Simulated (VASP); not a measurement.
Write the native input for VASP 6.6.1 that does the following.

| Item | Value |
| --- | --- |
| Task | single point |
| Functional | PBE |
| Potentials or basis | VASP PAW PBE potentials, release 64 (Zr_sv, Al, N) |
| Cutoff | 520 eV |
| k mesh | 6 × 6 × 2 |
| Occupations | gaussian, width 0.1 eV |
| Spin | no spin polarisation |
| Dipole correction | no |
| Further INCAR settings | ALGO = Normal; EDIFF = 1e-07; NBANDS = 40 |

The structure of ZrAl5N6 lies in POSCAR:

```
ZrAl5N6
1.0
    2.9370280604      0.0000000000      0.0000000000
   -1.4685140302      2.5435409119      0.0000000000
    0.0000000000      0.0000000000     14.6214243921
Zr Al N
1 5 6
Direct
    0.0000000000      0.0000000000      0.0000000000
    0.6666666667      0.3333333333      0.1790326144
    0.3333333333      0.6666666667      0.3397067713
    0.0000000000      0.0000000000      0.5000000000
    0.6666666667      0.3333333333      0.6602932287
    0.3333333333      0.6666666667      0.8209673856
    0.6666666667      0.3333333333      0.8976857928
    0.3333333333      0.6666666667      0.1023142072
    0.0000000000      0.0000000000      0.2597334487
    0.6666666667      0.3333333333      0.4198814535
    0.3333333333      0.6666666667      0.5801185465
    0.0000000000      0.0000000000      0.7402665513
```

One way to write it, as run:

INCAR

```
SYSTEM = ZrAl5N6
ALGO = Normal
EDIFF = 1E-7
ENCUT = 520
GGA = PE
ISIF = 2
ISMEAR = 0
LASPH = .TRUE.
LCHARG = .FALSE.
LREAL = .FALSE.
LWAVE = .FALSE.
NBANDS = 40
NELM = 100
PREC = Accurate
SIGMA = 0.1
```

KPOINTS

```
k-points
0
G
  6 6 2
  0 0 0
```

Potentials or basis: VASP PAW PBE potentials, release 64 (Zr_sv, Al, N).

Run with:

```console
$ cat potpaw_PBE.64/Zr_sv/POTCAR potpaw_PBE.64/Al/POTCAR potpaw_PBE.64/N/POTCAR > POTCAR
$ mpirun -np 1 vasp_std > vasp.out
```

Results of the run:

- Pressure: -0.1 GPa
- Largest force: 0.034 eV/Å

Caveat: the k points lie up to 0.41 Å⁻¹ apart.

Wall time 46 s on 1 thread of Intel(R) Xeon(R) 6975P-C (Granite Rapids), with other jobs on the host, peak memory 0.26 GiB.
